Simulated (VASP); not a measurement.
Input of a VASP 6.6.1 run:

The input INCAR:

```
SYSTEM = BAs
PREC = Accurate
ENCUT = 500
EDIFF = 1E-6
ISMEAR = 0
SIGMA = 0.1
LREAL = .FALSE.
LASPH = .TRUE.
NELM = 120
ALGO = Normal
ISIF = 2
LWAVE = .FALSE.
LCHARG = .FALSE.
GGA = PS
NBANDS = 11
GGA_COMPAT = .FALSE.
```

KPOINTS

```
Automatic mesh
0
G
  16 16 16
  0 0 0
```

POSCAR

```
BAs
1.0
    0.0000000000      2.3280503141      2.3280503141
    2.3280503141      0.0000000000      2.3280503141
    2.3280503141      2.3280503141      0.0000000000
B As
1 1
Direct
    0.0000000000      0.0000000000      0.0000000000
    0.5000000000      0.5000000000      0.5000000000
```

Potentials or basis: VASP PAW PBE potentials, release 64 (B, As).

Command:

```sh
$ cat potpaw_PBE.64/B/POTCAR potpaw_PBE.64/As/POTCAR > POTCAR
$ mpirun -np 1 vasp_std > vasp.out
```

(1) What does it give for the band gap on the k mesh?

(2) Predict the pressure.

Results:

(1) zero (band 4 reaches 8.46 eV, above the bottom of band 5 at 3.46 eV).

(2) -6.7 GPa.

Caveat: the cell differs from its parent crystal (Sc replaced by B, lengths x 0.821, strained); the PAW data sets were made with another functional, which shifts forces and pressure a little.
